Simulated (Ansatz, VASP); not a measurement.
## Two plane-wave programs on Al

INCAR

```
PREC     = Accurate       # precision mode
ENCUT    = 520            # plane-wave cutoff, eV
EDIFF    = 1E-6           # SCF threshold, eV
ISMEAR   = 0              # smearing method
SIGMA    = 0.15           # smearing width, eV
LREAL    = F              # projectors in reciprocal space
LASPH    = T              # aspherical terms in the spheres
NELM     = 60             # most SCF steps
ALGO     = Fast           # electronic algorithm
ISIF     = 2              # what is computed and relaxed
LWAVE    = F              # write WAVECAR
LCHARG   = F              # write CHGCAR
GGA      = PE             # functional
NBANDS   = 8              # bands
```

Contents of KPOINTS:

```
Automatic mesh
0
Gamma
  20 20 20
```

Contents of POSCAR:

```
Al
1.0
    0.0000000000      1.9227810000      1.9227810000
    1.9227810000      0.0000000000      1.9227810000
    1.9227810000      1.9227810000      0.0000000000
Al
1
Direct
    0.0000000000      0.0000000000      0.0000000000
```

Input for Ansatz:

```yaml
crystal:
  lattice:
    - [0.0, 1.922781, 1.922781]
    - [1.922781, 0.0, 1.922781]
    - [1.922781, 1.922781, 0.0]
  atoms:
    - { symbol: Al, position: [0.0, 0.0, 0.0] }
basis:
  ecutwfc: 420
kpoints:
  mp_grid: { grid: [20, 20, 20] }
hamiltonian:
  xc: pbe
scf:
  occupations: { method: gaussian, width: 0.15 }
output:
  forces: true
  stress: true
  eigenvalues: true
```

Change from the starting cell: strain -0.050 along x and y, -0.050 along z, atoms carried along.

Alike in both runs: task single point; functional PBE; k mesh 20 × 20 × 20; occupations gaussian, width 0.15 eV; no spin polarisation.

```csv
,VASP,Ansatz
version,VASP 6.6.1,Ansatz 0.2.0
potentials or method,"VASP PAW PBE potentials, release 64 (Al), cutoff 520 eV","scalar-relativistic, plane waves, PAW"
valence electrons in the cell,3,3
```

```tsv
	VASP	Ansatz	Ansatz less VASP
gap on the k mesh at the Fermi level (eV)	none	none	-
pressure (GPa)	16.1	16.1	+0.03
```

A gap of «none» marks a metal or a gap that the smearing closes.
